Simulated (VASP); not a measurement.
Wanted: the native input for a VASP 6.6.1 run.

| Property | Result |
| --- | --- |
| Task | relaxation of cell and atoms |
| Functional | PBEsol |
| Potentials or basis | VASP PAW PBE potentials, release 64 (Zn) |
| Cutoff | 600 eV |
| k mesh | 11 × 11 × 6 |
| Occupations | fermi-dirac, width 0.05 eV |
| Spin | no spin polarisation |
| Target pressure | 5 GPa |
| Dipole correction | no |
| Further INCAR settings | ALGO = Normal; EDIFF = 1e-06; IBRION = 2; EDIFFG = -0.01; NSW = 60; ISIF = 3 |

The structure of Zn lies in POSCAR:

```
Zn
1.0
    2.6700000000      0.0000000000      0.0000000000
   -1.3350000000      2.3122878281      0.0000000000
    0.0000000000      0.0000000000      4.9660000000
Zn
2
Direct
    0.6666666667      0.3333333333      0.7500000000
    0.3333333333      0.6666666667      0.2500000000
```

The input as run:

INCAR

```
SYSTEM = Zn
ALGO = Normal ; EDIFF = 1E-6
EDIFFG = -0.01 ; ENCUT = 600
GGA = PS ; IBRION = 2
ISIF = 3 ; ISMEAR = -1
LASPH = .TRUE. ; LCHARG = .FALSE.
LREAL = .FALSE. ; LWAVE = .FALSE.
NELM = 80 ; NSW = 60
PREC = Accurate ; PSTRESS = 50.0
SIGMA = 0.05
```

KPOINTS

```
k-points
0
G
  11 11 6
  0 0 0
```

Potentials or basis: VASP PAW PBE potentials, release 64 (Zn).

Command:

```console
$ cat potpaw_PBE.64/Zn/POTCAR > POTCAR
$ mpirun -np 1 vasp_std > vasp.out
```

Results of the run:

```json
{
 "Relaxed volume": "13.37 Å³/atom",
 "Relaxed cell": "a = 2.654 Å, b = 2.654 Å, c = 4.383 Å, α = 90.00°, β = 90.00°, γ = 120.00°",
 "Space group after relaxing (to 0.05 Å)": "P6_3/mmc (No. 194)",
 "Energy change on relaxing (the enthalpy is what falls)": "-23.4 meV/atom",
 "Ionic steps": "15",
 "Pressure after relaxing": "4.9 GPa",
 "Band gap on the k mesh": "zero (band 12 reaches 5.43 eV, above the bottom of band 13 at 2.54 eV)"
}
```

Caveat: the cell is relaxed towards a set pressure, so the enthalpy falls and the energy may rise; the PAW data sets were made with another functional, which shifts forces and pressure a little.

It took 120 s on 1 thread of Intel(R) Xeon(R) 6975P-C (Granite Rapids), on a shared host, peak memory 0.18 GiB.
